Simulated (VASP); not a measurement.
PbS:

```
Pb S
1.0
     0.00000    3.06071    3.06071
     3.06071    0.00000    3.06071
     3.06071    3.06071    0.00000
Pb S
1 1
Direct
  0.00000 0.00000 0.00000
  0.50000 0.50000 0.50000
```

Base run:

```yaml
Program: VASP 6.6.1
Functional: LDA
Potentials_or_basis: VASP PAW LDA potentials, release 64 (Pb_d, S)
Cutoff: 520 eV
k_mesh: 8 × 8 × 8
Occupations: fermi-dirac, width 0.06 eV
Spin: no spin polarisation
```

Its results: band gap on the k mesh 0.50 eV, direct; pressure -6.6 GPa.

Q: The run is repeated on the same cell with these changes: functional from LDA to PBEsol; potentials or basis from VASP PAW LDA potentials, release 64 (Pb_d, S) to VASP PAW PBE potentials, release 64 (Pb_d, S). What comes out?

A: Band gap on the k mesh 0.56 eV, direct; pressure -5.2 GPa.

Caveats: spin-orbit coupling is left out, which moves the levels of the heavy elements; the PAW data sets were made with another functional, which shifts forces and pressure a little (some runs).

A k mesh can miss the band edges.
